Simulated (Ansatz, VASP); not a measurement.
# Ni: VASP beside Ansatz

```
Ni
1.0
     0.00000    1.58888    1.58888
     1.58888    0.00000    1.58888
     1.58888    1.58888    0.00000
Ni
1
Cartesian
  0.0000 0.0000 0.0000
```

Change from the starting cell: volume scaled by 0.8, LAPW.

Alike in both runs: task single point; functional LDA; k mesh 21 × 21 × 21; occupations fermi-dirac, width 0.05 eV; collinear spin.

```csv
,VASP,Ansatz
version,VASP 6.6.1,Ansatz 0.2.0
potentials or method,"VASP PAW LDA potentials, release 64 (Ni), cutoff 520 eV","all-electron LAPW, scalar-relativistic"
```

VASP gave:

- pressure (GPa): 96.7
- net moment per atom (μB): 0.54
- size of the moment on the site where the two differ most (μB): 0.53

Q: What did Ansatz give for the same quantities?

A: Pressure (GPa): 97.5; net moment per atom (μB): 0.55; size of the moment on the site where the two differ most (μB): 0.56.

LDA's correlation is that of Perdew and Zunger in VASP and of Perdew and Wang (1992) in Ansatz. Site moments also hang on the region over which each program counts them. Both programs put the cell under a high pressure, so it lies far from rest at this level. Ansatz ran all-electron here, and VASP with PAW potentials.

Noted on VASP's run: the cell as given lies far from equilibrium.
